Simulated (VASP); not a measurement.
Here is a VASP 6.6.1 calculation.

The input INCAR:

```
PREC = Accurate ; ENCUT = 520
EDIFF = 1E-6 ; ISMEAR = 0
SIGMA = 0.1 ; LREAL = False
LASPH = True ; NELM = 100
ALGO = Normal ; ISIF = 2
LWAVE = False ; LCHARG = False
GGA = PE ; NBANDS = 43
```

The input KPOINTS:

```
Automatic mesh
0
Gamma
  4 4 4
```

Contents of POSCAR:

```
La2P6Ru
1.0
    0.0000000000      4.4421914100      4.4421914100
    4.4421914100      0.0000000000      4.4421914100
    4.4421914100      4.4421914100      0.0000000000
La P Ru
2 6 1
Direct
    0.2500000000      0.2500000000      0.2500000000
    0.7500000000      0.7500000000      0.7500000000
    0.2369999900      0.7630000100      0.7630000100
    0.7630000100      0.2369999900      0.7630000100
    0.7630000100      0.2369999900      0.2369999900
    0.2369999900      0.7630000100      0.2369999900
    0.7630000100      0.7630000100      0.2369999900
    0.2369999900      0.2369999900      0.7630000100
    0.0000000000      0.0000000000      0.0000000000
```

Potentials or basis: VASP PAW PBE potentials, release 64 (La, P, Ru_pv).

Launch:

```console
$ cat potpaw_PBE.64/La/POTCAR potpaw_PBE.64/P/POTCAR potpaw_PBE.64/Ru_pv/POTCAR > POTCAR
$ mpirun -np 1 vasp_std > vasp.out
```

Q: What does it give for the pressure?

A: 16.9 GPa.

Q: Predict the band gap on the k mesh.

A: Zero (bands 33 and 34 overlap by 1.52 eV).

Q: Estimate the largest force.

A: 5.735 eV/Å.

Forces in eV/Å, atoms in the order of the input:
```
La   0.000  0.000  0.000
La   0.000  0.000  0.000
P   -5.735  0.000  0.000
P    0.000 -5.735  0.000
P    5.735  0.000  0.000
P    0.000  5.735  0.000
P    0.000  0.000 -5.735
P    0.000  0.000  5.735
Ru   0.000  0.000  0.000
```

Caveat: the cell stands under pressure; spin-orbit coupling is left out, which moves the levels of the heavy elements; forces of over 1 eV/Å act on the atoms, so gaps and moduli don't describe the material at rest.
